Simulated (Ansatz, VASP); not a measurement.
SnTe: VASP beside Ansatz

```xyz
2
Lattice="0.0000 3.1509 3.1509 3.1509 0.0000 3.1509 3.1509 3.1509 0.0000" Properties=species:S:1:pos:R:3 pbc="T T T"
Te    3.1509    3.1509    3.1509
Sn    0.0000    0.0000    0.0000
```

Alike in both runs: task single point; functional HSE06; k mesh 4 × 4 × 4; occupations fermi-dirac, width 0.05 eV; no spin polarisation.

|  | VASP | Ansatz |
| --- | --- | --- |
| version | VASP 6.6.1 | Ansatz 0.2.0 |
| potentials or method | VASP PAW PBE potentials, release 64 (Te, Sn_d) | Ansatz PAW |
| plane-wave cutoff (eV) | 520 | 420 |
| valence electrons in the cell | 20 | 30 |

Ansatz gave:

* pressure (GPa): 1.1

**Question.** Which values does VASP return?

**Answer.** Pressure (GPa): 0.6.

The functional is the same, so the differences come from potentials, cutoffs and numerics. VASP's potentials hold 20 valence electrons a cell and Ansatz's 30, so a difference there can come from the potentials and not from the codes.

The k mesh is coarse, so the values compare programs but aren't converged. Spin-orbit coupling is off throughout.
